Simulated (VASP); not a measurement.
Write the native input for VASP 6.6.1 that does the following.

```
Task                   : single point
Functional             : PBEsol
Potentials or basis    : VASP PAW PBE potentials, release 64 (Ti_sv, O_h)
Cutoff                 : 1340 eV
k mesh                 : 18 × 18 × 10
Occupations            : gaussian, width 0.1 eV
Spin                   : no spin polarisation
Dipole correction      : no
Further INCAR settings : ALGO = Normal; EDIFF = 1e-06; NBANDS = 22
```

The structure of Ti2O lies in POSCAR:

```
Ti2O
1.0
    2.8203190622      0.0000000000      0.0000000000
   -1.4101595311      2.4424679546      0.0000000000
    0.0000000000      0.0000000000      4.5570559217
Ti O
2 1
Direct
    0.6666666667      0.3333333333      0.2677989162
    0.3333333333      0.6666666667      0.7322010838
    0.0000000000      0.0000000000      0.0000000000
```

The input as run:

INCAR

```
  PREC = Accurate
  ENCUT = 1340
  EDIFF = 1E-6
  ISMEAR = 0
  SIGMA = 0.1
  LREAL = False
  LASPH = True
  NELM = 120
  ALGO = Normal
  ISIF = 2
  LWAVE = False
  LCHARG = True
  GGA = PS
  LELF = True
  LVHAR = True
  NBANDS = 22
  GGA_COMPAT = False
```

KPOINTS

```
regular mesh
0
Gamma
  18 18 10
```

Potentials or basis: VASP PAW PBE potentials, release 64 (Ti_sv, O_h).

Run with:

```console
$ cat potpaw_PBE.64/Ti_sv/POTCAR potpaw_PBE.64/O_h/POTCAR > POTCAR
$ mpirun -np 1 vasp_std > vasp.out
```

Results of the run:

| Property | Result |
| --- | --- |
| Pressure | 33.4 GPa |
| Largest force | 0.078 eV/Å |
| Band gap on the k mesh | zero (bands 15 and 16 overlap by 0.83 eV) |

Caveat: the cell stands under pressure; the PAW data sets were made with another functional, which shifts forces and pressure a little.

Wall time 5.8 min on 1 thread of Intel(R) Xeon(R) 6975P-C (Granite Rapids), on a shared host, peak memory 0.88 GiB.
